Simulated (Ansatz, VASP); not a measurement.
**One calculation of In, two programs**

The input INCAR:

```
PREC     = Accurate       # precision mode
ENCUT    = 520            # plane-wave cutoff, eV
EDIFF    = 1E-6           # SCF threshold, eV
ISMEAR   = -1             # smearing method
SIGMA    = 0.1            # smearing width, eV
LREAL    = False          # projectors in reciprocal space
LASPH    = True           # aspherical terms in the spheres
NELM     = 80             # most SCF steps
ALGO     = Normal         # electronic algorithm
ISIF     = 2              # what is computed and relaxed
LWAVE    = False          # write WAVECAR
LCHARG   = True           # write CHGCAR
GGA      = PE             # functional
LELF     = True           # ELF
LVHAR    = True         
NBANDS   = 12             # bands
```

The input KPOINTS:

```
regular mesh
0
Gamma
  13 13 13
```

Contents of POSCAR:

```
In
1.0
   -1.8560036249      1.8560036249      1.8560036249
    1.8560036249     -1.8560036249      1.8560036249
    1.8560036249      1.8560036249     -1.8560036249
In
1
Direct
    0.0000000000      0.0000000000      0.0000000000
```

Input for Ansatz:

```yaml
crystal:
  lattice:
    - [-1.8560036249, 1.8560036249, 1.8560036249]
    - [1.8560036249, -1.8560036249, 1.8560036249]
    - [1.8560036249, 1.8560036249, -1.8560036249]
  atoms:
    - { symbol: In, position: [0.0, 0.0, 0.0] }
hamiltonian:
  xc: pbe
  pseudopotentials:
    kind: paw
    azcp:
      In: "pseudopotentials/In.paw.azcp"
basis:
  ecutwfc: 420
  fft_grid_basis: typed
kpoints:
  mp_grid: { grid: [13, 13, 13], shift: [0, 0, 0] }
magnetization:
  spin_polarized: false
scf:
  occupations: { method: fermi_dirac, width: 0.1 }
  lower_state_search: "off"
output:
  stress: true
  write_density: true
  write_potential: true
  elf: true
  volumetric_format: npy
```

Alike in both runs: task single point; functional PBE; k mesh 13 × 13 × 13; occupations fermi-dirac, width 0.1 eV; no spin polarisation.

```csv
,VASP,Ansatz
version,VASP 6.6.1,Ansatz 0.2.0
potentials or method,"VASP PAW PBE potentials, release 64 (In_d), cutoff 520 eV","plane waves (420 eV) with PAW, scalar-relativistic"
valence electrons in the cell,13,13
```

|  | VASP | Ansatz | Ansatz less VASP |
| --- | --- | --- | --- |
| pressure (GPa) | 3.5 | 3.5 | +0.03 |
